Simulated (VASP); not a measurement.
# GaC (P6_3mc) in VASP: notebook

The runs below take GaC through relaxation of cell and atoms, single point, with PBE.

All numbers are computed with VASP 6.6.1; they aren't measurements. Logs are shortened: lines on timing, memory, paths and dates and some standing lists are left out, and cuts for length are marked.

### 1 The cell of the first run

Symmetry: P6_3mc, No. 186, hexagonal system. The conventional cell has a = 3.417 Å, b = 3.417 Å, c = 5.472 Å, α = 90.00°, β = 90.00°, γ = 120.00°. Ga (site symmetry 3m) has 4 C at 2.08 to 2.09 Å within 2.7 Å. Within 2.7 Å of C (site symmetry 3m) lie 4 Ga at 2.08 to 2.09 Å.

### 2 Relaxation of cell and atoms, PBE

Contents of INCAR:

```
PREC = Accurate
ENCUT = 600
EDIFF = 1E-7
ISMEAR = 0
SIGMA = 0.1
LREAL = F
LASPH = T
NELM = 120
ALGO = Normal
ISIF = 3
LWAVE = F
LCHARG = F
GGA = PE
IBRION = 2
NSW = 90
EDIFFG = -0.04
GGA_COMPAT = F
NELMIN = 4
```

Contents of KPOINTS:

```
regular mesh
0
Gamma
  6 6 4
```

Contents of POSCAR:

```
GaC
1.0
    3.4165663148      0.0000000000      0.0000000000
   -1.7082831574      2.9588332223      0.0000000000
    0.0000000000      0.0000000000      5.4715131321
Ga C
2 2
Direct
    0.3333333333      0.6666666667      0.0000000000
    0.6666666667      0.3333333333      0.5000000000
    0.3333333333      0.6666666667      0.3821000000
    0.6666666667      0.3333333333      0.8821000000
```

Potentials or basis: VASP PAW PBE potentials, release 64 (Ga_d, C).

On the command line:

```
> cat potpaw_PBE.64/Ga_d/POTCAR potpaw_PBE.64/C/POTCAR > POTCAR
> mpirun -np 1 vasp_std > vasp.out
```

OUTCAR:

```text
PREC = Accurate
   ENCUT = 600
   EDIFF = 1E-7
   ISMEAR = 0
   LREAL = F
   LASPH = T
   NELM = 120
   ISIF = 3
   GGA = PE
   IBRION = 2
   NSW = 90
   EDIFFG = -0.04
   NELMIN = 4

 ion  position               nearest neighbor table
   1  0.333  0.667  0.000-   4 2.08   4 2.08   4 2.08   3 2.09
   2  0.667  0.333  0.500-   3 2.08   3 2.08   3 2.08   4 2.09
   3  0.333  0.667  0.382-   2 2.08   2 2.08   2 2.08   1 2.09
   4  0.667  0.333  0.882-   1 2.08   1 2.08   1 2.08   2 2.09

  LATTYP: Found a hexagonal cell.
 ALAT       =     3.4165663148
 C/A-ratio  =     1.6014655148

  Lattice vectors:

 A1 = (   3.4165663148,   0.0000000000,   0.0000000000)
 A2 = (  -1.7082831574,   2.9588332223,   0.0000000000)
 A3 = (   0.0000000000,   0.0000000000,   5.4715131321)

Analysis of symmetry for initial positions (statically):
=====================================================================
 Subroutine PRICEL returns:
 Original cell was already a primitive cell.

 Routine SETGRP: Setting up the symmetry group for a
 hexagonal supercell.

 Subroutine GETGRP returns: Found 12 space group operations
 (whereof  6 operations were pure point group operations)
 out of a pool of 24 trial point group operations.

The static configuration has the point symmetry C_3v.
 The point group associated with its full space group is C_6v.

Analysis of symmetry for dynamics (positions and initial velocities):
=====================================================================
 Subroutine PRICEL returns:
 Original cell was already a primitive cell.

 Routine SETGRP: Setting up the symmetry group for a
 hexagonal supercell.

 Subroutine GETGRP returns: Found 12 space group operations
 (whereof  6 operations were pure point group operations)
 out of a pool of 24 trial point group operations.

The dynamic configuration has the point symmetry C_3v.
 The point group associated with its full space group is C_6v.

 Subroutine INISYM returns: Found 12 space group operations
 (whereof  6 operations are pure point group operations),
 and found     1 'primitive' translations

----------------------------------------------------------------------------------------

                                     Primitive cell

  volume of cell :      55.3118

  direct lattice vectors                    reciprocal lattice vectors
     3.416566315  0.000000000  0.000000000     0.292691524  0.168985530  0.000000000
    -1.708283157  2.958833222  0.000000000     0.000000000  0.337971060  0.000000000
     0.000000000  0.000000000  5.471513132     0.000000000  0.000000000  0.182764799

  length of vectors
     3.416566315  3.416566315  5.471513132     0.337971060  0.337971060  0.182764799

  position of ions in fractional coordinates (direct lattice)
     0.333333333  0.666666667  0.000000000
     0.666666667  0.333333333  0.500000000
     0.333333333  0.666666667  0.382100000
     0.666666667  0.333333333  0.882100000

  ion indices of the primitive-cell ions
   primitive index   ion index
                 1           1
                 2           2
                 3           3
                 4           4

----------------------------------------------------------------------------------------

 KPOINTS: regular mesh

Automatic generation of k-mesh.
 Grid dimensions read from file:
 generate k-points for:    6    6    4

 Generating k-lattice:

  Cartesian coordinates                     Fractional coordinates (reciprocal lattice)
     0.048781921  0.028164255  0.000000000     0.166666667  0.000000000  0.000000000
     0.000000000  0.056328510  0.000000000     0.000000000  0.166666667  0.000000000
     0.000000000  0.000000000  0.045691200     0.000000000  0.000000000  0.250000000

  Length of vectors
     0.056328510  0.056328510  0.045691200

  Shift w.r.t. Gamma in fractional coordinates (k-lattice)
     0.000000000  0.000000000  0.000000000

 Subroutine IBZKPT returns following result:
 ===========================================

 Found     21 irreducible k-points:

 Following reciprocal coordinates:
            Coordinates               Weight
  0.000000  0.000000  0.000000      1.000000
  0.166667  0.000000  0.000000      6.000000
  0.333333 -0.000000  0.000000      6.000000
  0.500000  0.000000  0.000000      3.000000
  0.166667  0.166667  0.000000      6.000000
  0.333333  0.166667  0.000000     12.000000
[... 13 lines left out ...]
  0.333333  0.166667  0.500000     12.000000
  0.333333  0.333333  0.500000      2.000000
   k-points           NKPTS =     21   k-points in BZ     NKDIM =     21   number of bands    NBANDS=     21
   number of dos      NEDOS =    301   number of ions     NIONS =      4
   total plane-waves  NPLWV =  37632
   dimension x,y,z NGX =    28 NGY =   28 NGZ =   48
   dimension x,y,z NGXF=    56 NGYF=   56 NGZF=   96
   ions per type =               2   2
   NGX,Y,Z   is equivalent  to a cutoff of  13.62, 13.62, 14.58 a.u.
   NGXF,Y,Z  is equivalent  to a cutoff of  27.25, 27.25, 29.17 a.u.
 SYSTEM =  unknown system
   PREC   = accura    normal or accurate (medium, high low for compatibility)
   ISTART =      0    job   : 0-new  1-cont  2-samecut
   ICHARG =      2    charge: 1-file 2-atom 10-const
   ISPIN  =      1    spin polarized calculation?
   LNONCOLLINEAR =      F non collinear calculations
   LSORBIT =      F    spin-orbit coupling
   LASPH  =      T    aspherical Exc in radial PAW
   ENCUT  =  600.0 eV  44.10 Ry    6.64 a.u.   6.82  6.82 10.93*2*pi/ulx,y,z
   NELM   =    120;   NELMIN=  4; NELMDL= -5     # of ELM steps
   EDIFF  = 0.1E-06   stopping-criterion for ELM
   LREAL  =      F    real-space projection
   EDIFFG = -.4E-01   stopping-criterion for IOM
   NSW    =     90    number of steps for IOM
   IBRION =      2    ionic relax: 0-MD 1-quasi-New 2-CG
   NFREE  =      1    steps in history (QN), initial steepest desc. (CG)
   ISIF   =      3    stress and relaxation
   ISYM   =      2    0-nonsym 1-usesym 2-fastsym
   POTIM  = 0.5000    time-step for ionic-motion
   TEBEG  =    0.0;   TEEND  =   0.0 temperature during run
   PSTRESS=    0.0 pullay stress
   NELECT =      34.0000    total number of electrons
   NUPDOWN=      -1.0000    fix difference up-down
   EMIN   =  10.00;   EMAX   =-10.00  energy-range for DOS
   EFERMI =   0.00;   METHOD = LEGACY
   ISMEAR =     0;   SIGMA  =   0.10  broadening in eV -4-tet -1-fermi 0-gaus
   EFERMI_NEDOS =   21; number of points for ismear=-14 and -15
   IALGO  =     38    algorithm
   IMIX   =      4    mixing-type and parameters
     AMIX     =   0.40;   BMIX     =  1.00
     AMIX_MAG =   1.60;   BMIX_MAG =  1.00
  volume/ion in A,a.u.               =      13.83        93.32
  Fermi-wavevector in a.u.,A,eV,Ry     =   1.391966  2.630434 26.362221  1.937569
  Thomas-Fermi vector in A             =   2.515754
   LORBIT       =      0    0 simple, 1 ext, 2 COOP (PROOUT), +10 PAW based schemes
   GGA     = PE    functional components
   LHFCALC =     F    Hartree Fock is set to
   AEXX    =    0.0000 exact exchange contribution
   IVDW    =     0    specifies the selected vdW correction
   LEPSILON=     F    determine dielectric tensor
   LRPA    =     F    only Hartree local field effects (RPA)
 conjugate gradient relaxation of ions
 non-spin polarized calculation
 Gauss-broadening in eV      SIGMA  =   0.10
  energy-cutoff  :      600.00
  volume of cell :       55.31
 maximum number of plane-waves:      1870
 NGX is ok and might be reduce to    28
   NGX = 13   NGY = 13   NGZ = 21

--------------------------------------- Ionic step        1  -------------------------------------------

 number of electron      34.0000008 magnetization

 Free energy of the ion-electron system (eV)
  ---------------------------------------------------
  ext. energy  EPLUGINS =         0.00000000
  ---------------------------------------------------
  free energy    TOTEN  =       -20.15700648 eV

  energy without entropy =      -20.13995901  energy(sigma->0) =      -20.14848275

------------------------ aborting loop because EDIFF is reached ----------------------------------------

  FORCE on cell =-STRESS in cart. coord.  units (eV):
  Direction    XX          YY          ZZ          XY          YZ          ZX
  --------------------------------------------------------------------------------------
  -------------------------------------------------------------------------------------
  Total       -2.7646636     -2.7646636     -1.7294065      0.0000000      0.0000000      0.0000000
  in kB      -80.0820320    -80.0820320    -50.0944821      0.0000000      0.0000000      0.0000000
  external PRESSURE =     -70.0861820 kB  Pullay stress =       0.0000000 kB
[... 95 lines left out ...]
  FREE ENERGIE OF THE ION-ELECTRON SYSTEM (eV)
  ---------------------------------------------------
  free  energy   TOTEN  =       -20.2408425273 eV

  energy  without entropy=      -20.2240991567  energy(sigma->0) =      -20.23247084

[... ionic steps 4 to 9 ...]

--------------------------------------- Ionic step       10  -------------------------------------------

 number of electron      33.9999998 magnetization

------------------------ aborting loop because EDIFF is reached ----------------------------------------

  FORCE on cell =-STRESS in cart. coord.  units (eV):
  Direction    XX          YY          ZZ          XY          YZ          ZX
  --------------------------------------------------------------------------------------
  -------------------------------------------------------------------------------------
  Total       -0.2653430     -0.2653430     -0.1167362     -0.0000000     -0.0000000      0.0000000
  in kB       -8.1895075     -8.1895075     -3.6029298     -0.0000000     -0.0000000      0.0000000
  external PRESSURE =      -6.6606483 kB  Pullay stress =       0.0000000 kB
[... 61 lines left out ...]
  energy  without entropy=      -20.2708887683  energy(sigma->0) =      -20.27577506

--------------------------------------- Ionic step       12  -------------------------------------------

 number of electron      33.9999998 magnetization

 Free energy of the ion-electron system (eV)
  ---------------------------------------------------
  ext. energy  EPLUGINS =         0.00000000
  ---------------------------------------------------
  free energy    TOTEN  =       -20.28126676 eV

  energy without entropy =      -20.27133213  energy(sigma->0) =      -20.27629944

 E-fermi :   4.2954     XC(G=0): -11.1519

 val. band max:        4.2762242297   @ k =   0.1667   0.0000   0.0000
 cond. band min:       4.3573751702   @ k =   0.1667   0.1667   0.2500
 fundamental gap:      0.0811509405
 Fermi energy:         4.2954034096

 k-point     1 :       0.0000    0.0000    0.0000
  band No.  band energies     occupation
      1      -9.4701      2.00000
      2      -9.2729      2.00000
      3      -9.2513      2.00000
      4      -9.2513      2.00000
      5      -9.2169      2.00000
      6      -9.2169      2.00000
[... 524 lines left out ...]
  FREE ENERGIE OF THE ION-ELECTRON SYSTEM (eV)
  ---------------------------------------------------
  free  energy   TOTEN  =       -20.2812667621 eV

  energy  without entropy=      -20.2713321251  energy(sigma->0) =      -20.27629944

 reached required accuracy - stopping structural energy minimisation
```

It took 2.1 min on 1 thread of Intel Xeon 6975P-C (Granite Rapids), shared host; peak memory 0.2 GiB.

Results:

```
Free energy                           : -20.2813 eV
Relaxed volume                        : 12.94 Å³/atom
Relaxed cell                          : a = 3.264 Å, b = 3.264 Å, c = 5.607 Å, α = 90.00°, β = 90.00°, γ = 120.00°
Space group after relaxing (to 0.1 Å) : P6_3mc (No. 186)
Energy gained by relaxing             : 31.1 meV/atom
Ionic steps                           : 12
Pressure after relaxing               : -0.3 GPa
Largest force after relaxing          : 0.007 eV/Å
Band gap on the k mesh                : zero (bands 17 and 18 overlap by 3.29 eV)
```

Forces in eV/Å, atoms in the order of the input:
```
Ga   0.000  0.000 -0.007
Ga   0.000  0.000 -0.007
C    0.000  0.000  0.007
C    0.000  0.000  0.007
```

Step by step:
```tsv
step	energy change (eV)	largest force (eV/Å)	pressure (GPa)	volume (Å³)
1	0.0000	0.0670	-7.01	55.31
2	-0.0716	0.2403	3.39	50.61
3	-0.0838	0.1848	0.18	51.83
4	-0.0908	0.1510	0.19	51.79
5	-0.1030	0.0305	0.46	51.66
6	-0.1042	0.1005	0.59	51.61
7	-0.1083	0.0707	0.46	51.66
8	-0.1169	0.0217	0.05	51.75
9	-0.1235	0.0344	-0.78	51.93
10	-0.1236	0.0349	-0.67	51.91
11	-0.1237	0.0345	-0.65	51.90
12	-0.1243	0.0074	-0.28	51.75
```

Final structure:
```xyz
4
Lattice="3.2644 0.0000 0.0000 -1.6322 2.8270 0.0000 0.0000 0.0000 5.6072" Properties=species:S:1:pos:R:3 pbc="T T T"
Ga    0.0000    1.8847    0.0707
Ga    1.6322    0.9423    2.8743
C     0.0000    1.8847    2.0718
C     1.6322    0.9423    4.8754
```

### 3 Single point, PBE

This run uses another cell than the first one, of 12.91 Å³/atom.

Contents of INCAR:

```
SYSTEM = GaC
ALGO = Normal ; EDIFF = 1E-6
ENCUT = 600 ; GGA = PE
GGA_COMPAT = .False. ; ISIF = 2
ISMEAR = 0 ; LASPH = .True.
LCHARG = .False. ; LREAL = .False.
LWAVE = .False. ; NBANDS = 25
NELM = 120 ; PREC = Accurate
SIGMA = 0.1
```

Contents of KPOINTS:

```
k-points
0
Gamma
  18 18 8
  0 0 0
```

Contents of POSCAR:

```
GaC
1.0
    3.2584991725      0.0000000000      0.0000000000
   -1.6292495862      2.8219430616      0.0000000000
    0.0000000000      0.0000000000      5.6151972432
Ga C
2 2
Direct
    0.3333333333      0.6666666667      0.0129420257
    0.6666666667      0.3333333333      0.5129420257
    0.3333333333      0.6666666667      0.3691579743
    0.6666666667      0.3333333333      0.8691579743
```

Potentials or basis: VASP PAW PBE potentials, release 64 (Ga_d, C).

On the command line:

```
> cat potpaw_PBE.64/Ga_d/POTCAR potpaw_PBE.64/C/POTCAR > POTCAR
> mpirun -np 1 vasp_std > vasp.out
```

It took 1.9 min on 1 thread of Intel Xeon 6975P-C (Granite Rapids), shared host; peak memory 0.36 GiB.

Results (log left out):

| Quantity | Value |
| --- | --- |
| Free energy | -20.2619 eV |
| Pressure | 0.0 GPa |
| Largest force | 0.008 eV/Å |
| Band gap on the k mesh | zero (bands 17 and 18 overlap by 3.46 eV) |

Forces on the atoms (eV/Å):
```
Ga   0.000  0.000  0.008
Ga   0.000  0.000  0.008
C    0.000  0.000 -0.008
C    0.000  0.000 -0.008
```

Levels at points of the mesh, in eV from the Fermi level:
| k point | band 14 | band 15 | band 16 | band 17 | band 18 | band 19 | band 20 | band 21 |
| --- | --- | --- | --- | --- | --- | --- | --- | --- |
| (0.00, 0.00, 0.00) | 0.62 | 0.62 | 1.06 | 1.73 | 1.73 | 4.59 | 6.01 | 9.18 |
| (0.50, 0.00, 0.00) | -4.21 | -3.36 | -1.35 | -1.22 | 0.58 | 5.42 | 5.93 | 6.69 |
| (0.00, 0.00, 0.50) | -2.89 | 1.15 | 1.15 | 1.15 | 1.15 | 6.40 | 6.40 | 8.70 |
| (0.50, 0.00, 0.50) | -5.66 | -0.97 | -0.97 | -0.43 | -0.43 | 4.79 | 4.79 | 7.40 |
